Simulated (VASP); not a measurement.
Runs of VASP 6.6.1 on Pd. The structure is that of space group Fd-3m (No. 227), or close to it. The cells are those of the table. 

```tsv
task	potentials or basis	spin	cell	k mesh	cutoff (eV)	smearing	second run	gap on the mesh (eV)	pressure (GPa)	moment (μB)	relaxed volume (Å³/atom)
single point	VASP PAW LDA potentials, release 64 (Pd)	collinear, ferromagnetic start	a = 4.076 Å, angles 60.0°, 2 atoms	11 × 11 × 11	520	fermi-dirac 0.05 eV	-	none	-6.1	0.85	-
single point	VASP PAW LDA potentials, release 64 (Pd)	off	a = 4.025 Å, angles 60.0°, 2 atoms	11 × 11 × 11	520	fermi-dirac 0.1 eV	-	none	-3.6	-	-
single point	VASP PAW LDA potentials, release 64 (Pd)	non-collinear, zero start, SOC	a = 3.973 Å, angles 60.0°, 2 atoms	10 × 10 × 10	520	fermi-dirac 0.1 eV	-	-	-0.3	0.00	-
relaxation of cell and atoms	VASP PAW LDA potentials, release 64 (Pd_sv_GW)	off	relaxed from a = 3.830 Å, angles 60.0°, 2 atoms	10 × 10 × 10	540	fermi-dirac 0.1 eV	valence_matched	none	-0.1	-	(c)
single point	VASP PAW LDA potentials, release 64 (Pd)	collinear, ferromagnetic start	a = 3.863 Å, angles 60.0°, 2 atoms	11 × 11 × 11	520	fermi-dirac 0.05 eV	-	none	(b)	0.69	-
relaxation of cell and atoms	VASP PAW LDA potentials, release 64 (Pd)	off	relaxed from a = 3.830 Å, angles 60.0°, 2 atoms	10 × 10 × 10	600	fermi-dirac 0.1 eV	-	none	0.0	-	22.12
single point	VASP PAW LDA potentials, release 64 (Pd)	collinear, ferromagnetic start	a = 4.025 Å, angles 60.0°, 2 atoms	11 × 11 × 11	520	fermi-dirac 0.05 eV	-	none	-3.6	0.85	-
single point	VASP PAW LDA potentials, release 64 (Pd)	collinear, ferromagnetic start	a = 3.972 Å, angles 60.0°, 2 atoms	10 × 10 × 10	520	fermi-dirac 0.05 eV	-	none	-0.2	(a)	-
```

Alike in all rows: level LDA.

Estimate the missing entries.

(a) 0.80; (b) 9.3; (c) 21.76.

A k mesh can miss the band edges, and rows without SOC leave out spin-orbit coupling on Pd.

A gap of «none» marks levels without a gap at the run's occupations.

The runs don't all hold the same shells in valence.
